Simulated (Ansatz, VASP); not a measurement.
# One calculation of Ta3AsAu2O13, two programs

```xyz
19
Lattice="5.4520 0.0000 0.0000 -2.7260 4.7216 0.0000 0.0000 0.0000 9.5790" Properties=species:S:1:pos:R:3 pbc="T T T"
Ta    0.0000    0.0000    1.8591
Ta    0.0000    0.0000    7.7199
Ta    2.7260    1.5739    0.0000
As    0.0000    0.0000    4.7895
Au    0.0000    3.1478    2.6273
Au    0.0000    3.1478    6.9517
O     0.0000    0.0000    0.0000
O    -1.3422    4.5861    3.4870
O    -0.5745    1.2662    3.4870
O     1.9167    3.5909    3.4870
O    -1.3422    4.5861    6.0921
O    -0.5745    1.2662    6.0921
O     1.9167    3.5909    6.0921
O     1.1852    1.5782    8.2230
O     3.4927    0.2373    8.2230
O     3.5002    2.9061    8.2230
O     1.1852    1.5782    1.3560
O     3.4927    0.2373    1.3560
O     3.5002    2.9061    1.3560
```

Alike in both runs: functional PBE; k mesh 4 × 4 × 2; occupations fermi-dirac, width 0.05 eV; no spin polarisation.

|  | VASP | Ansatz |
| --- | --- | --- |
| version | VASP 6.6.1 | Ansatz 0.2.0 |
| potentials or method | VASP PAW PBE potentials, release 64 (Ta_pv, As, Au, O), cutoff 520 eV | all-electron LAPW, scalar-relativistic |
| task | single point | band structure |

```csv
,VASP,Ansatz,Ansatz less VASP
gap on the k mesh at the Fermi level (eV),none,none,-
pressure (GPa),0.4,-0.1,-0.46
"traceless stress, the component that is largest in VASP (GPa)",0.36,0.04,-0.314
rms of the force components (eV/Å),0.098,0.078,-0.0199
```

Atom by atom the forces differ by 0.029 eV/Å (rms over components). A gap of «none» marks a metal or a gap that the smearing closes. Ansatz ran all-electron here, and VASP with PAW potentials.

Spin-orbit coupling is off throughout. Noted on Ansatz's run: the k mesh is thin for a metal, which can move the energy by tens of meV per atom.
